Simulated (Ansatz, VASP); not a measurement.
## Ag: VASP beside Ansatz

```xyz
1
Lattice="0.0000 2.0155 2.0155 2.0155 0.0000 2.0155 2.0155 2.0155 0.0000" Properties=species:S:1:pos:R:3 pbc="T T T"
Ag    0.0000    0.0000    0.0000
```

Change from the starting cell: volume scaled by 0.96, crystal datasets.

Alike in both runs: task electric field gradients; functional PBEsol; k mesh 15 × 15 × 15; occupations fermi-dirac, width 0.03 eV; no spin polarisation.

|  | VASP | Ansatz |
| --- | --- | --- |
| version | VASP 6.6.1 | Ansatz 0.2.0 |
| potentials or method | VASP PAW PBE potentials, release 64 (Ag), cutoff 520 eV | all-electron PAW with datasets made for the crystal, scalar-relativistic |

VASP gave:

- pressure (GPa): 1.7

Problem. What did Ansatz give for the same quantities?

Solution. Pressure (GPa): 2.0.

VASP's potentials were made for PBE, not for PBEsol. Ansatz ran all-electron here, and VASP with PAW potentials.
